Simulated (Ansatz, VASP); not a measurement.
## One calculation of Hf, two programs

```
CELL_PARAMETERS angstrom
3.20528 0.00000 0.00000
-1.60264 2.77585 0.00000
0.00000 0.00000 5.06446
ATOMIC_POSITIONS crystal
Hf 0.33333 0.66667 0.25000
Hf 0.66667 0.33333 0.75000
```

Alike in both runs: task single point; functional PBE; k mesh 14 × 14 × 8; occupations gaussian, width 0.2 eV; no spin polarisation.

|  | VASP | Ansatz |
| --- | --- | --- |
| version | VASP 6.6.1 | Ansatz 0.2.0 |
| potentials or method | VASP PAW PBE potentials, release 64 (Hf_pv), cutoff 520 eV | all-electron LAPW, scalar-relativistic |

|  | VASP | Ansatz | Ansatz less VASP |
| --- | --- | --- | --- |
| pressure (GPa) | -0.4 | 0.1 | +0.45 |
| traceless stress, the component that is largest in VASP (GPa) | 0.03 | 0.10 | +0.068 |

Ansatz ran all-electron here, and VASP with PAW potentials.

Spin-orbit coupling is off throughout.
